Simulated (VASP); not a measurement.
Set up this calculation in VASP 6.6.1, as the native input.

| Property | Result |
| --- | --- |
| Task | single point |
| Functional | revPBE |
| Potentials or basis | VASP PAW PBE potentials, release 64 (Sn_d) |
| Cutoff | 520 eV |
| k mesh | 13 × 13 × 13 |
| Occupations | fermi-dirac, width 0.1 eV |
| Spin | no spin polarisation |
| Dipole correction | no |
| Further INCAR settings | ALGO = Normal; EDIFF = 1e-06; NBANDS = 13 |

The structure of Sn lies in POSCAR:

```
Sn
1.0
    0.0000000000      2.3276857370      2.3276857370
    2.3276857370      0.0000000000      2.3276857370
    2.3276857370      2.3276857370      0.0000000000
Sn
1
Direct
    0.0000000000      0.0000000000      0.0000000000
```

This cell differs from its parent crystal: volume scaled by 0.88.

These files were run (other wordings do the same):

INCAR

```
  PREC = Accurate
  ENCUT = 520
  EDIFF = 1E-6
  ISMEAR = -1
  SIGMA = 0.1
  LREAL = F
  LASPH = T
  NELM = 60
  ALGO = Normal
  ISIF = 2
  LWAVE = F
  LCHARG = F
  GGA = RE
  NBANDS = 13
```

KPOINTS

```
regular mesh
0
Gamma
  13 13 13
```

Potentials or basis: VASP PAW PBE potentials, release 64 (Sn_d).

Run with:

```sh
$ cat potpaw_PBE.64/Sn_d/POTCAR > POTCAR
$ mpirun -np 1 vasp_std > vasp.out
```

Results of the run:

```json
{
 "Pressure": "7.3 GPa",
 "Band gap on the k mesh": "zero (band 7 reaches 17.54 eV, above the bottom of band 8 at 7.07 eV)"
}
```

Caveat: the PAW data sets were made with another functional, which shifts forces and pressure a little; spin-orbit coupling is left out, which moves the levels of the heavy elements.

Wall time 6 s on 1 thread of Intel(R) Xeon(R) 6975P-C (Granite Rapids), with other jobs on the host, peak memory 0.15 GiB.
